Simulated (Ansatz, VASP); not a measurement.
## CClO: VASP beside Ansatz

INCAR

```
  PREC = Accurate
  ENCUT = 520
  EDIFF = 1E-6
  ISMEAR = -1
  SIGMA = 0.1
  LREAL = F
  LASPH = T
  NELM = 100
  ALGO = Normal
  ISIF = 2
  LWAVE = F
  LCHARG = F
  GGA = PE
  NBANDS = 26
```

File KPOINTS:

```
regular mesh
0
Gamma
  8 8 4
```

Contents of POSCAR:

```
CClO
1.0
    3.4420040000      0.0000000000      0.0000000000
    0.0000000000      3.4324960000      0.0000000000
    0.0000000000      0.0000000000      7.2928650000
C O Cl
2 2 2
Direct
    0.0000000000      0.5000000000      0.0700000000
    0.5000000000      0.0000000000      0.9300000000
    0.0000000000      0.0000000000      0.9400000000
    0.5000000000      0.5000000000      0.0600000000
    0.0000000000      0.0000000000      0.3000000000
    0.5000000000      0.5000000000      0.7000000000
```

Input for Ansatz:

```yaml
crystal:
  lattice:
    - [3.442004, 0.0, 0.0]
    - [0.0, 3.432496, 0.0]
    - [0.0, 0.0, 7.292865]
  atoms:
    - { symbol: C, position: [0.0, 0.5, 0.07] }
    - { symbol: C, position: [0.5, 0.0, 0.93] }
    - { symbol: O, position: [0.0, 0.0, 0.94] }
    - { symbol: O, position: [0.5, 0.5, 0.06] }
    - { symbol: Cl, position: [0.0, 0.0, 0.3] }
    - { symbol: Cl, position: [0.5, 0.5, 0.7] }
  symmetry: { tolerance: 0.0003 }
kpoints:
  mp_grid: { grid: [8, 8, 4], shift: [0, 0, 0] }
magnetization:
  spin_polarized: false
scf:
  occupations: { method: fermi_dirac }
  algorithm: direct_min
hamiltonian:
  pseudopotentials: { kind: paw }
  xc: pbe
basis:
  ecutwfc: 420
output:
  forces: true
  stress: true
  eigenvalues: true
```

Alike in both runs: task single point; functional PBE; k mesh 8 × 8 × 4; no spin polarisation.

|  | VASP | Ansatz |
| --- | --- | --- |
| version | VASP 6.6.1 | Ansatz 0.2.0 |
| potentials or method | VASP PAW PBE potentials, release 64 (C, O, Cl), cutoff 520 eV | PAW plane waves |
| occupations | fermi-dirac, width 0.1 eV | fermi-dirac |
| valence electrons in the cell | 34 | 34 |

|  | VASP | Ansatz | Ansatz less VASP |
| --- | --- | --- | --- |
| gap on the k mesh at the Fermi level (eV) | none | none | - |
| pressure (GPa) | -6.8 | -6.7 | +0.13 |
| traceless stress, the component that is largest in VASP (GPa) | 9.98 | 10.06 | +0.076 |
| rms of the force components (eV/Å) | 0.658 | 0.651 | -0.0072 |

Atom by atom the forces differ by 0.008 eV/Å (rms over components). A gap of «none» marks a metal or a gap that the smearing closes.
